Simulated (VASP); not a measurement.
Here is a VASP 6.6.1 calculation.

Contents of INCAR:

```
SYSTEM = Bi
  PREC = Accurate
  ENCUT = 520
  EDIFF = 1E-6
  ISMEAR = 0
  SIGMA = 0.15
  LREAL = .False.
  LASPH = .True.
  NELM = 80
  ALGO = Fast
  ISIF = 2
  LWAVE = .False.
  LCHARG = .True.
  GGA = PE
  IVDW = 12
  LELF = .True.
  LVHAR = .True.
  NBANDS = 14
```

The input KPOINTS:

```
Automatic mesh
0
Gamma
  16 16 16
  0 0 0
```

The input POSCAR:

```
Bi
1.0
   -1.9423236369      1.9423236369      1.9937596979
    1.9423236369     -1.9423236369      1.9937596979
    1.9423236369      1.9423236369     -1.9937596979
Bi
1
Direct
    0.0000000000      0.0000000000      0.0000000000
```

Potentials or basis: VASP PAW PBE potentials, release 64 (Bi_d).

Launch:

```sh
$ cat potpaw_PBE.64/Bi_d/POTCAR > POTCAR
$ mpirun -np 1 vasp_std > vasp.out
```

**Question.** What does it give for the dispersion energy per atom?

**Answer.** -0.524 eV.

**Question.** Predict the pressure.

**Answer.** 0.0 GPa.

Stress tensor (GPa, compression positive):
```
 0.15  0.00  0.00
 0.00  0.15  0.00
 0.00  0.00 -0.24
```

Caveat: the cell differs from its parent crystal (strain +e along x and -e along y +0.0000, strain +e along z and -e/2 along x and y +0.0175); pairwise dispersion overbinds metals, which lowers pressure and volume.
